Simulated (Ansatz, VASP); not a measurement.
# Si3Ag in VASP and in Ansatz

```xyz
4
Lattice="0.0000 3.3799 3.3799 3.3799 0.0000 3.3799 3.3799 3.3799 0.0000" Properties=species:S:1:pos:R:3 pbc="T T T"
Si    0.0000    0.0000    0.0000
Si    1.6900    1.6900    1.6900
Si    5.0699    5.0699    5.0699
Ag    3.3799    3.3799    3.3799
```

Alike in both runs: task relaxation of cell and atoms; functional PBE; k mesh 4 × 4 × 4; occupations gaussian, width 0.1 eV; no spin polarisation.

```csv
,VASP,Ansatz
version,VASP 6.6.1,Ansatz 0.2.0
potentials or method,"VASP PAW PBE potentials, release 64 (Si, Ag), cutoff 600 eV","scalar-relativistic, plane waves, PAW"
valence electrons in the cell,23,31
```

```csv
,VASP,Ansatz,Ansatz less VASP
"gap on the k mesh at the Fermi level, each at its own relaxed structure (eV)",none,none,-
relaxed volume (Å³/atom),16.54,16.62,+0.073
relaxed length of the cell vector where the two differ most in proportion (Å),4.540,4.547,+0.0067
```

A gap of «none» marks a metal or a gap that the smearing closes. VASP's potentials hold 23 valence electrons a cell and Ansatz's 31, so a difference there can come from the potentials and not from the codes.

The k mesh is coarse, so the values compare programs but aren't converged.
